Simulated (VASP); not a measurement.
NaI:

```
Na I
1.0
     0.00000    3.46453    3.67517
     3.46453    0.00000    3.67517
     3.46453    3.46453    0.00000
Na I
1 1
Cartesian
  0.0000 0.0000 0.0000
  1.7323 1.7323 1.8376
```

This cell differs from its parent crystal: epitaxial xy strain -2.2%.

Base run:

- Program: VASP 6.6.1
- Functional: r2SCAN
- Potentials or basis: VASP PAW PBE potentials, release 64 (Na_pv, I)
- Cutoff: 550 eV
- k mesh: 6 × 6 × 6
- Occupations: gaussian, width 0.01 eV
- Spin: no spin polarisation

Its results: band gap on the k mesh 4.40 eV, direct; pressure 0.0 GPa.

Problem. The run is repeated on the same cell with these changes: functional from r2SCAN to PBE; cutoff from 550 eV to 500 eV; occupations from gaussian, width 0.01 eV to fermi-dirac, width 0.02 eV. What comes out?

Solution. Band gap on the k mesh 3.80 eV, direct; pressure 0.5 GPa.

Caveats: spin-orbit coupling is left out, which moves the levels of the heavy elements; the PAW data sets were made with another functional, which shifts forces and pressure a little (some runs).

